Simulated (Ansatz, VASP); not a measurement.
# SnSe: VASP beside Ansatz

```
Sn Se
1.0
     0.00000    3.01000    3.01000
     3.01000    0.00000    3.01000
     3.01000    3.01000    0.00000
Sn Se
1 1
Direct
  0.00000 0.00000 0.00000
  0.50000 0.50000 0.50000
```

Alike in both runs: task electric field gradients; functional PBE; k mesh 13 × 13 × 13; occupations fermi-dirac, width 0.02 eV; non-collinear spin, spin-orbit coupling.

|  | VASP | Ansatz |
| --- | --- | --- |
| version | VASP 6.6.1 | Ansatz 0.2.0 |
| potentials or method | VASP PAW PBE potentials, release 64 (Sn_d, Se) | plane-wave PAW |
| plane-wave cutoff (eV) | 400 | 420 |
| valence electrons in the cell | 20 | 30 |

|  | VASP | Ansatz | Ansatz less VASP |
| --- | --- | --- | --- |
| pressure (GPa) | 1.0 | 1.0 | 0.00 |

VASP's potentials hold 20 valence electrons a cell and Ansatz's 30, so a difference there can come from the potentials and not from the codes.
